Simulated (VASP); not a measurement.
A run of VASP 6.6.1 is set up as follows.

File POSCAR:

```
MgO
1.0
    3.4863778627      0.0000000000      0.0000000000
   -1.7431889314      3.0192917963      0.0000000000
    0.0000000000      0.0000000000      4.1780412200
Mg O
2 2
Direct
    0.6666666667      0.3333333333      0.7500000000
    0.3333333333      0.6666666667      0.2500000000
    0.7626420700      0.4035922048      0.2500000000
    0.3333333333      0.6666666667      0.7500000000
```

The input INCAR.step1:

```
SYSTEM = MgO
ALGO     = Normal         ! electronic algorithm
EDIFF    = 1E-4           ! SCF threshold, eV
ENCUT    = 520            ! plane-wave cutoff, eV
GGA      = PE             ! functional
ISMEAR   = 1              ! smearing method
LASPH    = .True.         ! aspherical terms in the spheres
LCHARG   = .False.        ! write CHGCAR
LREAL    = .False.        ! projectors in reciprocal space
LWAVE    = .True.         ! write WAVECAR
NBANDS   = 16             ! bands
NELM     = 60             ! most SCF steps
PREC     = Accurate       ! precision mode
SIGMA    = 0.02           ! smearing width, eV
```

Contents of INCAR.step2:

```
SYSTEM = MgO
ALGO     = Normal         ! electronic algorithm
EDIFF    = 1E-6           ! SCF threshold, eV
ENCUT    = 520            ! plane-wave cutoff, eV
ISIF     = 2              ! what is computed and relaxed
ISMEAR   = 1              ! smearing method
ISTART   = 1            
LASPH    = .True.         ! aspherical terms in the spheres
LCHARG   = .True.         ! write CHGCAR
LELF     = .True.         ! ELF
LMIXTAU  = .True.       
LREAL    = .False.        ! projectors in reciprocal space
LVHAR    = .True.       
LWAVE    = .False.        ! write WAVECAR
METAGGA  = R2SCAN         ! meta-GGA
NBANDS   = 16             ! bands
NELM     = 60             ! most SCF steps
PREC     = Accurate       ! precision mode
SIGMA    = 0.02           ! smearing width, eV
```

KPOINTS

```
k-points
0
Gamma
  6 6 6
  0 0 0
```

Potentials or basis: VASP PAW PBE potentials, release 64 (Mg, O).

Command:

```bash
$ cat potpaw_PBE.64/Mg/POTCAR potpaw_PBE.64/O/POTCAR > POTCAR
$ cp INCAR.step1 INCAR
$ mpirun -np 1 vasp_std > vasp.out
$ cp INCAR.step2 INCAR
$ mpirun -np 1 vasp_std > vasp.out
```

(1) Predict the largest force.

(2) Estimate the band gap on the k mesh.

(3) What does it give for the pressure?

Answers

(1) 5.527 eV/Å.

(2) 3.91 eV.

(3) 5.1 GPa.

Caveat: the cell differs from its parent crystal (atom 3 (O) moved by (+0.300, +0.000) A along [1 1 0] and z); the cell stands under pressure; the PAW data sets were made with another functional, which shifts forces and pressure a little.
